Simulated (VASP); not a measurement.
Here is a VASP 6.6.1 calculation.

Contents of INCAR:

```
PREC = Accurate ; ENCUT = 520
EDIFF = 1E-7 ; ISMEAR = -1
SIGMA = 0.08 ; LREAL = False
LASPH = True ; NELM = 100
ALGO = Normal ; ISIF = 2
LWAVE = False ; LCHARG = False
GGA = PE ; NBANDS = 9
```

KPOINTS

```
regular mesh
0
Gamma
  16 16 16
```

Contents of POSCAR:

```
S
1.0
    0.0000000000      1.6344651279      1.6344651279
    1.6344651279      0.0000000000      1.6344651279
    1.6344651279      1.6344651279      0.0000000000
S
1
Direct
    0.0000000000      0.0000000000      0.0000000000
```

Potentials or basis: VASP PAW PBE potentials, release 64 (S).

The run is started by

```console
$ cat potpaw_PBE.64/S/POTCAR > POTCAR
$ mpirun -np 1 vasp_std > vasp.out
```

Predict the band gap on the k mesh.

zero (band 3 reaches 26.50 eV, above the bottom of band 4 at 11.95 eV).

Predict the pressure.

154.4 GPa.
